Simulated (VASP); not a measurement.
# K3RuW (P-6m2) in VASP: a series of runs, part 2 of 2

VASP 6.6.1. Earlier steps stand in the parts before.

## Step 3: Relaxation of cell and atoms, PBE

This run uses another cell than the first one, of 31.60 Å³/atom.

INCAR reads:

```
PREC = Accurate ; ENCUT = 600
EDIFF = 1E-6 ; ISMEAR = 0
SIGMA = 0.2 ; LREAL = False
LASPH = True ; NELM = 100
ALGO = Normal ; ISIF = 3
LWAVE = False ; LCHARG = False
GGA = PE ; IBRION = 2
NSW = 36 ; EDIFFG = -0.08
```

KPOINTS reads:

```
regular mesh
0
Gamma
  4 4 2
```

POSCAR reads:

```
K3RuW
1.0
    4.5568237900      0.0000000000      0.0000000000
   -2.2784118900      3.9463251600      0.0000000000
    0.0000000000      0.0000000000      8.7873580500
K Ru W
3 1 1
Direct
    0.3333333300      0.6666666700      0.1874672800
    0.3333333300      0.6666666700      0.8125327200
    0.6666666700      0.3333333300      0.5000000000
    0.6666666700      0.3333333300      0.0000000000
    0.0000000000      0.0000000000      0.0000000000
```

Potentials or basis: VASP PAW PBE potentials, release 64 (K_sv, Ru_pv, W_sv).

The run is started by

```sh
$ cat potpaw_PBE.64/K_sv/POTCAR potpaw_PBE.64/Ru_pv/POTCAR potpaw_PBE.64/W_sv/POTCAR > POTCAR
$ mpirun -np 1 vasp_std > vasp.out
```

OUTCAR:

```text
PREC = Accurate
   ENCUT = 600
   EDIFF = 1E-6
   ISMEAR = 0
   LREAL = False
   LASPH = True
   NELM = 100
   ISIF = 3
   GGA = PE
   IBRION = 2
   NSW = 36
   EDIFFG = -0.08

 ion  position               nearest neighbor table
   1  0.333  0.667  0.187-   5 3.10   4 3.10   4 3.10   5 3.10   5 3.10   4 3.10   2 3.29   3 3.80
                             3 3.80   3 3.80
   2  0.333  0.667  0.813-   5 3.10   4 3.10   4 3.10   5 3.10   5 3.10   4 3.10   1 3.29   3 3.80
                             3 3.80   3 3.80
   3  0.667  0.333  0.500-   1 3.80   2 3.80   1 3.80   2 3.80   1 3.80   2 3.80
   4  0.667  0.333  0.000-   5 2.63   5 2.63   5 2.63   2 3.10   1 3.10   2 3.10   1 3.10   1 3.10
                             2 3.10
   5  0.000  0.000  0.000-   4 2.63   4 2.63   4 2.63   1 3.10   2 3.10   1 3.10   2 3.10   1 3.10
                             2 3.10

  LATTYP: Found a hexagonal cell.
 ALAT       =     4.5568237900
 C/A-ratio  =     1.9283954032

  Lattice vectors:

 A1 = (   4.5568237900,   0.0000000000,   0.0000000000)
 A2 = (  -2.2784118900,   3.9463251600,   0.0000000000)
 A3 = (   0.0000000000,   0.0000000000,   8.7873580500)

Analysis of symmetry for initial positions (statically):
=====================================================================
 Subroutine PRICEL returns:
 Original cell was already a primitive cell.

 Routine SETGRP: Setting up the symmetry group for a
 hexagonal supercell.

 Subroutine GETGRP returns: Found 12 space group operations
 (whereof 12 operations were pure point group operations)
 out of a pool of 24 trial point group operations.

The static configuration has the point symmetry D_3h.

Analysis of symmetry for dynamics (positions and initial velocities):
=====================================================================
 Subroutine PRICEL returns:
 Original cell was already a primitive cell.

 Routine SETGRP: Setting up the symmetry group for a
 hexagonal supercell.

 Subroutine GETGRP returns: Found 12 space group operations
 (whereof 12 operations were pure point group operations)
 out of a pool of 24 trial point group operations.

The dynamic configuration has the point symmetry D_3h.

 Subroutine INISYM returns: Found 12 space group operations
 (whereof 12 operations are pure point group operations),
 and found     1 'primitive' translations

----------------------------------------------------------------------------------------

                                     Primitive cell

  volume of cell :     158.0205

  direct lattice vectors                    reciprocal lattice vectors
     4.556823790  0.000000000  0.000000000     0.219451101  0.126700152  0.000000000
    -2.278411890  3.946325160  0.000000000     0.000000000  0.253400305  0.000000000
     0.000000000  0.000000000  8.787358050     0.000000000  0.000000000  0.113799847

  length of vectors
     4.556823790  4.556823785  8.787358050     0.253400305  0.253400305  0.113799847

  position of ions in fractional coordinates (direct lattice)
     0.333333330  0.666666670  0.187467280
     0.333333330  0.666666670  0.812532720
     0.666666670  0.333333330  0.500000000
     0.666666670  0.333333330  0.000000000
     0.000000000  0.000000000  0.000000000

  ion indices of the primitive-cell ions
   primitive index   ion index
                 1           1
                 2           2
                 3           3
                 4           4
[... 33 lines left out ...]
  0.250000  0.250000  0.000000      6.000000
  0.000000  0.000000  0.500000      1.000000
  0.250000  0.000000  0.500000      6.000000
  0.500000  0.000000  0.500000      3.000000
  0.250000  0.250000  0.500000      6.000000
   k-points           NKPTS =      8   k-points in BZ     NKDIM =      8   number of bands    NBANDS=     33
   number of dos      NEDOS =    301   number of ions     NIONS =      5
   total plane-waves  NPLWV =  90720
   dimension x,y,z NGX =    36 NGY =   36 NGZ =   70
   dimension x,y,z NGXF=    72 NGYF=   72 NGZF=  140
   ions per type =               3   1   1
   NGX,Y,Z   is equivalent  to a cutoff of  13.13, 13.13, 13.24 a.u.
   NGXF,Y,Z  is equivalent  to a cutoff of  26.27, 26.27, 26.49 a.u.
 SYSTEM =  unknown system
   PREC   = accura    normal or accurate (medium, high low for compatibility)
   ISTART =      0    job   : 0-new  1-cont  2-samecut
   ICHARG =      2    charge: 1-file 2-atom 10-const
   ISPIN  =      1    spin polarized calculation?
   LNONCOLLINEAR =      F non collinear calculations
   LSORBIT =      F    spin-orbit coupling
   LASPH  =      T    aspherical Exc in radial PAW
   ENCUT  =  600.0 eV  44.10 Ry    6.64 a.u.   9.10  9.10 17.55*2*pi/ulx,y,z
   NELM   =    100;   NELMIN=  2; NELMDL= -5     # of ELM steps
   EDIFF  = 0.1E-05   stopping-criterion for ELM
   LREAL  =      F    real-space projection
   EDIFFG = -.8E-01   stopping-criterion for IOM
   NSW    =     36    number of steps for IOM
   IBRION =      2    ionic relax: 0-MD 1-quasi-New 2-CG
   NFREE  =      1    steps in history (QN), initial steepest desc. (CG)
   ISIF   =      3    stress and relaxation
   ISYM   =      2    0-nonsym 1-usesym 2-fastsym
   POTIM  = 0.5000    time-step for ionic-motion
   TEBEG  =    0.0;   TEEND  =   0.0 temperature during run
   PSTRESS=    0.0 pullay stress
   NELECT =      55.0000    total number of electrons
   NUPDOWN=      -1.0000    fix difference up-down
   EMIN   =  10.00;   EMAX   =-10.00  energy-range for DOS
   EFERMI =   0.00;   METHOD = LEGACY
   ISMEAR =     0;   SIGMA  =   0.20  broadening in eV -4-tet -1-fermi 0-gaus
   EFERMI_NEDOS =   21; number of points for ismear=-14 and -15
   IALGO  =     38    algorithm
   IMIX   =      4    mixing-type and parameters
     AMIX     =   0.40;   BMIX     =  1.00
     AMIX_MAG =   1.60;   BMIX_MAG =  1.00
  volume/ion in A,a.u.               =      31.60       213.27
  Fermi-wavevector in a.u.,A,eV,Ry     =   1.151572  2.176156 18.042945  1.326119
  Thomas-Fermi vector in A             =   2.288229
   LORBIT       =      0    0 simple, 1 ext, 2 COOP (PROOUT), +10 PAW based schemes
   GGA     = PE    functional components
   LHFCALC =     F    Hartree Fock is set to
   AEXX    =    0.0000 exact exchange contribution
   IVDW    =     0    specifies the selected vdW correction
   LEPSILON=     F    determine dielectric tensor
   LRPA    =     F    only Hartree local field effects (RPA)
 conjugate gradient relaxation of ions
 non-spin polarized calculation
 Gauss-broadening in eV      SIGMA  =   0.20
  energy-cutoff  :      600.00
  volume of cell :      158.02
 maximum number of plane-waves:      5309
   NGX = 19   NGY = 19   NGZ = 35

--------------------------------------- Ionic step        1  -------------------------------------------

 number of electron      54.9999999 magnetization

 Free energy of the ion-electron system (eV)
  ---------------------------------------------------
  ext. energy  EPLUGINS =         0.00000000
  ---------------------------------------------------
  free energy    TOTEN  =       -19.14322844 eV

  energy without entropy =      -19.02663288  energy(sigma->0) =      -19.08493066

------------------------ aborting loop because EDIFF is reached ----------------------------------------

  FORCE on cell =-STRESS in cart. coord.  units (eV):
  Direction    XX          YY          ZZ          XY          YZ          ZX
  --------------------------------------------------------------------------------------
  -------------------------------------------------------------------------------------
  Total        1.1010121      1.1010121      7.1823825      0.0000000      0.0000000     -0.0000000
  in kB       11.1632139     11.1632139     72.8225174      0.0000000      0.0000000     -0.0000000
  external PRESSURE =      31.7163150 kB  Pullay stress =       0.0000000 kB
[... 98 lines left out ...]
  FREE ENERGIE OF THE ION-ELECTRON SYSTEM (eV)
  ---------------------------------------------------
  free  energy   TOTEN  =       -20.1384804102 eV

  energy  without entropy=      -20.0377304110  energy(sigma->0) =      -20.08810541

[... ionic steps 4 to 16 ...]

--------------------------------------- Ionic step       17  -------------------------------------------

 number of electron      54.9999971 magnetization

------------------------ aborting loop because EDIFF is reached ----------------------------------------
[... 73 lines left out ...]
--------------------------------------- Ionic step       19  -------------------------------------------

 number of electron      54.9999974 magnetization

 Free energy of the ion-electron system (eV)
  ---------------------------------------------------
  ext. energy  EPLUGINS =         0.00000000
  ---------------------------------------------------
  free energy    TOTEN  =       -21.66693617 eV

  energy without entropy =      -21.54019687  energy(sigma->0) =      -21.60356652

 E-fermi :   1.5627     XC(G=0):  -7.2244

 val. band max:        1.4900627351   @ k =   0.2500   0.0000   0.5000
 cond. band min:       1.5885239115   @ k =   0.2500   0.0000   0.0000
 fundamental gap:      0.0984611764
 Fermi energy:         1.5626725604

 k-point     1 :       0.0000    0.0000    0.0000
  band No.  band energies     occupation
      1     -72.3879      2.00000
      2     -41.0360      2.00000
      3     -41.0360      2.00000
      4     -40.5845      2.00000
      5     -36.5498      2.00000
      6     -36.5498      2.00000
[... 309 lines left out ...]
  FREE ENERGIE OF THE ION-ELECTRON SYSTEM (eV)
  ---------------------------------------------------
  free  energy   TOTEN  =       -21.6669361700 eV

  energy  without entropy=      -21.5401968719  energy(sigma->0) =      -21.60356652

 reached required accuracy - stopping structural energy minimisation
```

OSZICAR:

```text
N       E                     dE             d eps       ncg     rms          rms(c)
DAV:   1     0.583107232547E+03    0.58311E+03   -0.30298E+04   536   0.175E+03
DAV:   2     0.158383454805E+02   -0.56727E+03   -0.55913E+03   580   0.516E+02
DAV:   3    -0.203604944447E+02   -0.36199E+02   -0.35720E+02   926   0.110E+02
[... 249 lines left out ...]
DAV:   8    -0.216671649000E+02   -0.18539E-03   -0.99310E-03   919   0.226E-01    0.177E-01
DAV:   9    -0.216669559689E+02    0.20893E-03   -0.26575E-03   867   0.895E-02    0.637E-02
DAV:  10    -0.216669447840E+02    0.11185E-04   -0.10353E-04   905   0.422E-02    0.264E-02
DAV:  11    -0.216669358563E+02    0.89277E-05   -0.35556E-05   616   0.118E-02    0.519E-03
DAV:  12    -0.216669361700E+02   -0.31373E-06   -0.17933E-06   439   0.486E-03
  19 F= -.21666936E+02 E0= -.21603567E+02  d E =-.134117E-01
```

Wall time 7.2 min (1 thread of Intel Xeon 6975P-C (Granite Rapids), shared host); peak memory 0.33 GiB.

Results:

* Free energy: -21.6669 eV
* Relaxed volume: 42.70 Å³/atom
* Relaxed cell: a = 4.181 Å, b = 4.181 Å, c = 14.101 Å, α = 90.00°, β = 90.00°, γ = 120.00°
* Space group after relaxing (to 0.1 Å): P-6m2 (No. 187)
* Energy gained by relaxing: 504.7 meV/atom
* Ionic steps: 19
* Pressure after relaxing: -0.2 GPa
* Largest force after relaxing: 0.058 eV/Å
* Band gap on the k mesh: zero (an odd number of electrons rules out a gap without spin polarisation)

Forces in eV/Å, atoms in the order of the input:
```
K    0.000  0.000  0.058
K    0.000  0.000 -0.058
K    0.000  0.000  0.000
Ru   0.000  0.000  0.000
W    0.000  0.000  0.000
```

The path:
| step | energy change (eV) | largest force (eV/Å) | pressure (GPa) | volume (Å³) |
| --- | --- | --- | --- | --- |
| 1 | 0.0000 | 1.9302 | 3.17 | 158.02 |
| 2 | -0.6850 | 1.0854 | -0.41 | 172.58 |
| 3 | -0.9953 | 0.1408 | -3.62 | 193.59 |
| 4 | -1.4554 | 0.0295 | -3.23 | 192.69 |
| 5 | -2.2274 | 0.5184 | -0.48 | 186.48 |
| 6 | -2.2293 | 0.5491 | -0.14 | 185.84 |
| 7 | -2.2297 | 0.5377 | -0.27 | 186.09 |
| 8 | -2.2546 | 0.4853 | 0.02 | 185.02 |
| 9 | -2.3015 | 0.3112 | 0.97 | 181.84 |
| 10 | -2.2482 | 0.1293 | 3.33 | 175.56 |
| 11 | -2.3075 | 0.2218 | 1.47 | 180.36 |
| 12 | -2.3249 | 0.1985 | 1.32 | 181.49 |
| 13 | -2.3683 | 0.1299 | 0.91 | 184.89 |
| 14 | -2.4168 | 0.0009 | 0.22 | 191.82 |
| 15 | -2.3794 | 0.2402 | -0.79 | 206.16 |
| 16 | -2.4226 | 0.0884 | -0.14 | 196.27 |
| 17 | -2.4605 | 0.1115 | 0.07 | 198.66 |
| 18 | -2.5103 | 0.1803 | 0.70 | 205.42 |
| 19 | -2.5237 | 0.0581 | -0.20 | 213.51 |

Final structure:
```
K Ru W
1.0
     4.18139    0.00000    0.00000
    -2.09069    3.62119    0.00000
     0.00000    0.00000   14.10062
K Ru W
3 1 1
Cartesian
  0.0000 2.4141 2.6768
  0.0000 2.4141 11.4238
  2.0907 1.2071 7.0503
  2.0907 1.2071 0.0000
  0.0000 0.0000 0.0000
```

Caveat: the k points lie up to 0.43 Å⁻¹ apart in the final cell, too coarse for converged energies and pressures of a metal; the volume moved by over 15 % at a fixed basis, so the end points are rough; spin-orbit coupling is left out, which moves the levels of the heavy elements; the relaxation stopped at a loose force limit of 0.08 eV/Å, so its end isn't a converged minimum.

## Step 4: Single point, PBE

This run uses another cell than the first one, of 42.21 Å³/atom.

INCAR reads:

```
  ALGO = Fast
  EDIFF = 1E-6
  ENCUT = 520
  GGA = PE
  ISIF = 2
  ISMEAR = 0
  LASPH = T
  LCHARG = F
  LREAL = F
  LWAVE = F
  NBANDS = 36
  NELM = 60
  PREC = Accurate
  SIGMA = 0.1
```

KPOINTS reads:

```
k-points
0
Gamma
  12 12 4
```

POSCAR reads:

```
K3RuW
1.0
    4.1640561165      0.0000000000      0.0000000000
   -2.0820280582      3.6061783797      0.0000000000
    0.0000000000      0.0000000000     14.0532342504
K Ru W
3 1 1
Direct
    0.3333333333      0.6666666667      0.1941351990
    0.3333333333      0.6666666667      0.8058648010
    0.6666666667      0.3333333333      0.5000000000
    0.6666666667      0.3333333333      0.0000000000
    0.0000000000      0.0000000000      0.0000000000
```

The run is started by

```sh
$ cat potpaw_PBE.64/K_sv/POTCAR potpaw_PBE.64/Ru_pv/POTCAR potpaw_PBE.64/W_sv/POTCAR > POTCAR
$ mpirun -np 1 vasp_std > vasp.out
```

It took 5.6 min on 1 thread of Intel Xeon 6975P-C (Granite Rapids), shared host; peak memory 0.61 GiB.

Results (log left out):

```yaml
Free_energy: -21.6704 eV
Pressure: 0.1 GPa
Band_gap_on_the_k_mesh: zero (an odd number of electrons rules out a gap without spin polarisation)
```

Stress tensor (GPa, compression positive):
```
0.17 0.00 0.00
0.00 0.17 0.00
0.00 0.00 0.00
```

Levels at points of the mesh, in eV from the Fermi level:
| k point | band 24 | band 25 | band 26 | band 27 | band 28 | band 29 | band 30 | band 31 |
| --- | --- | --- | --- | --- | --- | --- | --- | --- |
| (0.00, 0.00, 0.00) | -1.88 | -1.85 | -1.85 | -1.36 | -0.52 | -0.52 | 0.46 | 0.82 |
| (0.50, 0.00, 0.00) | -2.45 | -1.50 | -0.67 | -0.38 | 0.03 | 0.72 | 1.01 | 1.28 |
| (0.00, 0.00, 0.50) | -2.10 | -1.85 | -1.85 | -0.72 | -0.52 | -0.52 | -0.47 | 1.15 |
| (0.50, 0.00, 0.50) | -2.45 | -1.50 | -0.67 | -0.38 | 0.03 | 0.72 | 0.93 | 1.40 |

Caveat: spin-orbit coupling is left out, which moves the levels of the heavy elements.

## Step 5: Summary

| task | cell | k mesh | cutoff (eV) | smearing | gap on the mesh (eV) | pressure (GPa) | largest force (eV/Å) |
| --- | --- | --- | --- | --- | --- | --- | --- |
| single point | a = 4.163, b = 4.163, c = 13.778 Å, angles 90.0, 90.0, 120.0°, 5 atoms, atomic positions A | 4 × 4 × 2 | 520 | gaussian 0.2 eV | none | 0.2 | 0.01 |
| relaxation of cell and atoms | relaxed from a = 4.557, b = 4.557, c = 8.787 Å, angles 90.0, 90.0, 120.0°, 5 atoms, atomic positions B | 4 × 4 × 2 | 600 | gaussian 0.2 eV | none | -0.2 | 0.06 |
| single point | a = 4.164, b = 4.164, c = 14.053 Å, angles 90.0, 90.0, 120.0°, 5 atoms, atomic positions C | 12 × 12 × 4 | 520 | gaussian 0.1 eV | none | 0.1 | - |

Alike in all rows: level PBE; potentials or basis VASP PAW PBE potentials, release 64 (K_sv, Ru_pv, W_sv); no spin polarisation.

Caveats: some runs use coarse meshes; spin-orbit coupling is left out, which moves the levels of the heavy elements; the volume moved by over 15 % at a fixed basis, so the end points are rough (at least some runs); the relaxation stopped at a loose force limit of 0.08 eV/Å, so its end isn't a converged minimum (at least some runs).

Total energies depend on the potentials used, so only differences within one code and one set of settings carry meaning.

The gap in the log of VASP goes by the Fermi energy; the results here count the filled bands.